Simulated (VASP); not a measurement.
# Au in VASP: single point with PBEsol

Aim: the single point of Au with PBEsol.

Everything below comes from runs of VASP 6.6.1. Logs are shortened: lines on timing, memory, paths and dates and some standing lists are left out, and cuts for length are marked.

**1. The cell of the first run**

The cell holds a wire or tube with vacuum around it, 4 atoms: a = 11.700 Å, b = 9.300 Å, c = 5.198 Å, α = 90.00°, β = 90.00°, γ = 90.00°.

**2. Single point, PBEsol, collinear spin**

INCAR

```
SYSTEM = Au
ALGO     = Normal         ! electronic algorithm
EDIFF    = 1E-7           ! SCF threshold, eV
ENCUT    = 520            ! plane-wave cutoff, eV
GGA      = PS             ! functional
ISIF     = 2              ! what is computed and relaxed
ISMEAR   = 0              ! smearing method
ISPIN    = 2              ! spin polarisation
LASPH    = .TRUE.         ! aspherical terms in the spheres
LCHARG   = .FALSE.        ! write CHGCAR
LMAXMIX  = 4              ! l up to which the mixer works
LORBIT   = 11             ! projections on sites
LREAL    = .FALSE.        ! projectors in reciprocal space
LWAVE    = .FALSE.        ! write WAVECAR
MAGMOM   = 0.5 0.5 0.5 0.5 ! initial moments
NBANDS   = 34             ! bands
NELM     = 150            ! most SCF steps
PREC     = Accurate       ! precision mode
SIGMA    = 0.05           ! smearing width, eV
```

KPOINTS

```
k-points
0
G
  1 1 13
  0 0 0
```

POSCAR

```
Au
1.0
   11.7000000000      0.0000000000      0.0000000000
    0.0000000000      9.3000000000      0.0000000000
    0.0000000000      0.0000000000      5.1977307352
Au
4
Direct
    0.3833842463      0.5000000000      0.0000000000
    0.3833842463      0.5000000000      0.5000000000
    0.6166157537      0.5000000000      0.0000000000
    0.6166157537      0.5000000000      0.5000000000
```

Potentials or basis: VASP PAW PBE potentials, release 64 (Au).

Started as:

```bash
cat potpaw_PBE.64/Au/POTCAR > POTCAR
mpirun -np 1 vasp_std > vasp.out
```

OUTCAR:

```text
SYSTEM = Au
   EDIFF = 1E-7
   ENCUT = 520
   GGA = PS
   ISIF = 2
   ISMEAR = 0
   ISPIN = 2
   LASPH = .TRUE.
   LORBIT = 11
   LREAL = .FALSE.
   NELM = 150
   PREC = Accurate

 ion  position               nearest neighbor table
   1  0.383  0.500  0.000-   2 2.60   2 2.60   3 2.73
   2  0.383  0.500  0.500-   1 2.60   1 2.60   4 2.73
   3  0.617  0.500  0.000-   4 2.60   4 2.60   1 2.73
   4  0.617  0.500  0.500-   3 2.60   3 2.60   2 2.73

  LATTYP: Found a simple orthorhombic cell.
 ALAT       =     5.1977307352
 B/A-ratio  =     1.7892423586
 C/A-ratio  =     2.2509823221

  Lattice vectors:

 A1 = (   0.0000000000,   0.0000000000,  -5.1977307352)
 A2 = (   0.0000000000,   9.3000000000,   0.0000000000)
 A3 = (  11.7000000000,   0.0000000000,   0.0000000000)

Analysis of symmetry for initial positions (statically):
=====================================================================
 Subroutine PRICEL returns following result:

  LATTYP: Found a simple orthorhombic cell.
 ALAT       =     2.5988653676
 B/A-ratio  =     3.5784847172
 C/A-ratio  =     4.5019646442

  Lattice vectors:

 A1 = (   0.0000000000,   0.0000000000,  -2.5988653676)
 A2 = (   0.0000000000,   9.3000000000,   0.0000000000)
 A3 = (  11.7000000000,   0.0000000000,   0.0000000000)

   2 primitive cells build up your supercell.

 Routine SETGRP: Setting up the symmetry group for a
 simple orthorhombic supercell.

 Subroutine GETGRP returns: Found  8 space group operations
 (whereof  8 operations were pure point group operations)
 out of a pool of  8 trial point group operations.

The static configuration has the point symmetry D_2h.

Analysis of symmetry for dynamics (positions and initial velocities):
=====================================================================
 Subroutine PRICEL returns following result:

  LATTYP: Found a simple orthorhombic cell.
 ALAT       =     2.5988653676
 B/A-ratio  =     3.5784847172
 C/A-ratio  =     4.5019646442

  Lattice vectors:

 A1 = (   0.0000000000,   0.0000000000,  -2.5988653676)
 A2 = (   0.0000000000,   9.3000000000,   0.0000000000)
 A3 = (  11.7000000000,   0.0000000000,   0.0000000000)

   2 primitive cells build up your supercell.

 Routine SETGRP: Setting up the symmetry group for a
 simple orthorhombic supercell.

 Subroutine GETGRP returns: Found  8 space group operations
 (whereof  8 operations were pure point group operations)
 out of a pool of  8 trial point group operations.

The dynamic configuration has the point symmetry D_2h.

Analysis of structural, dynamic, and magnetic symmetry:
=====================================================================
 Subroutine PRICEL returns following result:

  LATTYP: Found a simple orthorhombic cell.
 ALAT       =     2.5988653676
 B/A-ratio  =     3.5784847172
 C/A-ratio  =     4.5019646442

  Lattice vectors:

 A1 = (   0.0000000000,   0.0000000000,  -2.5988653676)
 A2 = (   0.0000000000,   9.3000000000,   0.0000000000)
 A3 = (  11.7000000000,   0.0000000000,   0.0000000000)

   2 primitive cells build up your supercell.

 Routine SETGRP: Setting up the symmetry group for a
 simple orthorhombic supercell.

 Subroutine GETGRP returns: Found  8 space group operations
 (whereof  8 operations were pure point group operations)
 out of a pool of  8 trial point group operations.

The overall configuration has the point symmetry D_2h.

 Subroutine INISYM returns: Found  8 space group operations
 (whereof  8 operations are pure point group operations),
 and found     2 'primitive' translations

----------------------------------------------------------------------------------------

                                     Primitive cell

  volume of cell :     282.7825

  direct lattice vectors                    reciprocal lattice vectors
     0.000000000  0.000000000 -2.598865368     0.000000000  0.000000000 -0.384783303
     0.000000000  9.300000000  0.000000000     0.000000000  0.107526882  0.000000000
    11.700000000  0.000000000  0.000000000     0.085470085  0.000000000  0.000000000

  length of vectors
     2.598865368  9.300000000 11.700000000     0.384783303  0.107526882  0.085470085

  position of ions in fractional coordinates (direct lattice)
     0.000000000  0.500000000  0.383384246
     0.000000000  0.500000000  0.616615754

  ion indices of the primitive-cell ions
   primitive index   ion index
                 1           1
                 2           3

----------------------------------------------------------------------------------------

 KPOINTS: k-points

Automatic generation of k-mesh.
 Grid dimensions read from file:
 generate k-points for:    1    1   13

 Generating k-lattice:

  Cartesian coordinates                     Fractional coordinates (reciprocal lattice)
     0.085470085  0.000000000  0.000000000     1.000000000  0.000000000  0.000000000
     0.000000000  0.107526882  0.000000000     0.000000000  1.000000000  0.000000000
     0.000000000  0.000000000  0.014799358     0.000000000  0.000000000  0.076923077

  Length of vectors
     0.085470085  0.107526882  0.014799358

  Shift w.r.t. Gamma in fractional coordinates (k-lattice)
     0.000000000  0.000000000  0.000000000

 Subroutine IBZKPT returns following result:
 ===========================================

 Found      7 irreducible k-points:

 Following reciprocal coordinates:
            Coordinates               Weight
  0.000000  0.000000  0.000000      1.000000
  0.000000  0.000000  0.076923      2.000000
  0.000000  0.000000  0.153846      2.000000
  0.000000  0.000000  0.230769      2.000000
  0.000000  0.000000  0.307692      2.000000
  0.000000  0.000000  0.384615      2.000000
  0.000000  0.000000  0.461538      2.000000
   k-points           NKPTS =      7   k-points in BZ     NKDIM =      7   number of bands    NBANDS=     34
   number of dos      NEDOS =    301   number of ions     NIONS =      4
   total plane-waves  NPLWV = 252000
   dimension x,y,z NGX =    90 NGY =   70 NGZ =   40
   dimension x,y,z NGXF=   180 NGYF=  140 NGZF=   80
   ions per type =               4
   NGX,Y,Z   is equivalent  to a cutoff of  12.79, 12.51, 12.79 a.u.
   NGXF,Y,Z  is equivalent  to a cutoff of  25.58, 25.03, 25.59 a.u.
 SYSTEM =  Au
   PREC   = accura    normal or accurate (medium, high low for compatibility)
   ISTART =      0    job   : 0-new  1-cont  2-samecut
   ICHARG =      2    charge: 1-file 2-atom 10-const
   ISPIN  =      2    spin polarized calculation?
   LNONCOLLINEAR =      F non collinear calculations
   LSORBIT =      F    spin-orbit coupling
   LASPH  =      T    aspherical Exc in radial PAW
   ENCUT  =  520.0 eV  38.22 Ry    6.18 a.u.  21.75 17.29  9.66*2*pi/ulx,y,z
   NELM   =    150;   NELMIN=  2; NELMDL= -5     # of ELM steps
   EDIFF  = 0.1E-06   stopping-criterion for ELM
   LREAL  =      F    real-space projection
   EDIFFG = 0.1E-05   stopping-criterion for IOM
   NSW    =      0    number of steps for IOM
   IBRION =     -1    ionic relax: 0-MD 1-quasi-New 2-CG
   NFREE  =      0    steps in history (QN), initial steepest desc. (CG)
   ISIF   =      2    stress and relaxation
   ISYM   =      2    0-nonsym 1-usesym 2-fastsym
   POTIM  = 0.5000    time-step for ionic-motion
   TEBEG  =    0.0;   TEEND  =   0.0 temperature during run
   PSTRESS=    0.0 pullay stress
   NELECT =      44.0000    total number of electrons
   NUPDOWN=      -1.0000    fix difference up-down
   EMIN   =  10.00;   EMAX   =-10.00  energy-range for DOS
   EFERMI =   0.00;   METHOD = LEGACY
   ISMEAR =     0;   SIGMA  =   0.05  broadening in eV -4-tet -1-fermi 0-gaus
   EFERMI_NEDOS =   21; number of points for ismear=-14 and -15
   IALGO  =     38    algorithm
   IMIX   =      4    mixing-type and parameters
     AMIX     =   0.40;   BMIX     =  1.00
     AMIX_MAG =   1.60;   BMIX_MAG =  1.00
  volume/ion in A,a.u.               =     141.39       954.16
  Fermi-wavevector in a.u.,A,eV,Ry     =   0.698873  1.320678  6.645403  0.488423
  Thomas-Fermi vector in A             =   1.782596
   LORBIT       =     11    0 simple, 1 ext, 2 COOP (PROOUT), +10 PAW based schemes
   GGA     = PS    functional components
   LHFCALC =     F    Hartree Fock is set to
   AEXX    =    0.0000 exact exchange contribution
   IVDW    =     0    specifies the selected vdW correction
   LEPSILON=     F    determine dielectric tensor
   LRPA    =     F    only Hartree local field effects (RPA)
 spin polarized calculation
 Gauss-broadening in eV      SIGMA  =   0.05
  energy-cutoff  :      520.00
  volume of cell :      565.57
 maximum number of plane-waves:     15263
 NGX is ok and might be reduce to    90
   NGX = 43   NGY = 35   NGZ = 19

 number of electron      44.0000003 magnetization       0.0000264

 number of electron      44.0000003 magnetization      -0.0000107

 Free energy of the ion-electron system (eV)
  ---------------------------------------------------
  ext. energy  EPLUGINS =         0.00000000
  ---------------------------------------------------
  free energy    TOTEN  =        -9.90451837 eV

  energy without entropy =       -9.90384336  energy(sigma->0) =       -9.90418087

 E-fermi :  -4.1267     XC(G=0):  -2.8390

 val. band max:       -4.2069622979   @ k =   0.0000   0.0000   0.2308
 cond. band min:      -4.0467494399   @ k =   0.0000   0.0000   0.3077
 fundamental gap:      0.1602128579
 Fermi energy:        -4.1267291780

 spin component 1

 k-point     1 :       0.0000    0.0000    0.0000
  band No.  band energies     occupation
      1      -9.8580      1.00000
      2      -9.4072      1.00000
      3      -8.4225      1.00000
      4      -8.0701      1.00000
      5      -7.6356      1.00000
      6      -7.3736      1.00000
[... 26 lines left out ...]
     33       3.0285      0.00000
     34       3.3401      0.00000

 k-point     2 :       0.0000    0.0000    0.0769
  band No.  band energies     occupation
      1      -9.7918      1.00000
      2      -9.3415      1.00000
      3      -8.3959      1.00000
      4      -8.0592      1.00000
      5      -7.6074      1.00000
      6      -7.3453      1.00000
[... 177 lines left out ...]
 k-point     7 :       0.0000    0.0000    0.4615
  band No.  band energies     occupation
      1      -7.8751      1.00000
      2      -7.8147      1.00000
      3      -7.5739      1.00000
      4      -7.2771      1.00000
      5      -7.2298      1.00000
      6      -6.7839      1.00000
[... 26 lines left out ...]
     33       3.4268      0.00000
     34       3.5233      0.00000
 Fermi energy:        -4.1267291780

 spin component 2

 k-point     1 :       0.0000    0.0000    0.0000
  band No.  band energies     occupation
      1      -9.8580      1.00000
      2      -9.4072      1.00000
      3      -8.4225      1.00000
      4      -8.0701      1.00000
      5      -7.6356      1.00000
      6      -7.3736      1.00000
[... 26 lines left out ...]
     33       3.0282      0.00000
     34       3.4962      0.00000

 k-point     2 :       0.0000    0.0000    0.0769
  band No.  band energies     occupation
      1      -9.7918      1.00000
      2      -9.3415      1.00000
      3      -8.3959      1.00000
      4      -8.0592      1.00000
      5      -7.6074      1.00000
      6      -7.3453      1.00000
[... 177 lines left out ...]
 k-point     7 :       0.0000    0.0000    0.4615
  band No.  band energies     occupation
      1      -7.8751      1.00000
      2      -7.8147      1.00000
      3      -7.5739      1.00000
      4      -7.2771      1.00000
      5      -7.2298      1.00000
      6      -6.7839      1.00000
[... 26 lines left out ...]
     33       3.4267      0.00000
     34       3.5230      0.00000

------------------------ aborting loop because EDIFF is reached ----------------------------------------

  FORCE on cell =-STRESS in cart. coord.  units (eV):
  Direction    XX          YY          ZZ          XY          YZ          ZX
  --------------------------------------------------------------------------------------
  -------------------------------------------------------------------------------------
  Total       -4.2064888     -0.0776835     -0.4896171      0.0000000      0.0000000      0.0000000
  in kB      -11.9164731     -0.2200680     -1.3870259      0.0000000      0.0000000      0.0000000
  external PRESSURE =      -4.5078557 kB  Pullay stress =       0.0000000 kB

 VOLUME and BASIS-vectors are now :
 -----------------------------------------------------------------------------
  energy-cutoff  :      520.00
  volume of cell :      565.57
      direct lattice vectors                 reciprocal lattice vectors
    11.700000000  0.000000000  0.000000000     0.085470085  0.000000000  0.000000000
     0.000000000  9.300000000  0.000000000     0.000000000  0.107526882  0.000000000
     0.000000000  0.000000000  5.197730735     0.000000000  0.000000000  0.192391651

 POSITION                                       TOTAL-FORCE (eV/Angst)
 -----------------------------------------------------------------------------------
      4.48560      4.65000      0.00000         0.766268     -0.000000     -0.000000
      4.48560      4.65000      2.59887         0.766268     -0.000000      0.000000
      7.21440      4.65000      0.00000        -0.766268      0.000000     -0.000000
      7.21440      4.65000      2.59887        -0.766268      0.000000      0.000000
 -----------------------------------------------------------------------------------
    total drift:                               -0.000000      0.000000      0.000000

  FREE ENERGIE OF THE ION-ELECTRON SYSTEM (eV)
  ---------------------------------------------------
  free  energy   TOTEN  =        -9.9045183677 eV

  energy  without entropy=       -9.9038433634  energy(sigma->0) =       -9.90418087

 total charge

# of ion       s       p       d       tot
------------------------------------------
    1        0.611   0.154   8.834   9.598
    2        0.611   0.154   8.834   9.598
    3        0.611   0.154   8.834   9.598
    4        0.611   0.154   8.834   9.598
--------------------------------------------------
tot          2.442   0.617  35.334  38.393

 magnetization (x)

# of ion       s       p       d       tot
------------------------------------------
    1       -0.000  -0.000   0.000   0.000
    2       -0.000  -0.000   0.000   0.000
    3       -0.000  -0.000   0.000   0.000
    4       -0.000  -0.000   0.000   0.000
--------------------------------------------------
tot         -0.000  -0.000   0.000   0.000
```

It took 7.8 min on 1 thread of AMD EPYC 7R13 (Zen 3), shared host; peak memory 0.78 GiB.

What came out:

| Item | Value |
| --- | --- |
| Free energy | -9.9045 eV |
| Largest force | 0.766 eV/Å |
| Net moment | 0.00 μB per cell |
| Valence electrons inside the program's atomic spheres | Au 9.60 |

Forces on the atoms (eV/Å):
```
Au   0.766  0.000  0.000
Au   0.766  0.000  0.000
Au  -0.766  0.000  0.000
Au  -0.766  0.000  0.000
```

Caveat: the PAW data sets were made with another functional, which shifts forces and pressure a little; spin-orbit coupling is left out, which moves the levels of the heavy elements.
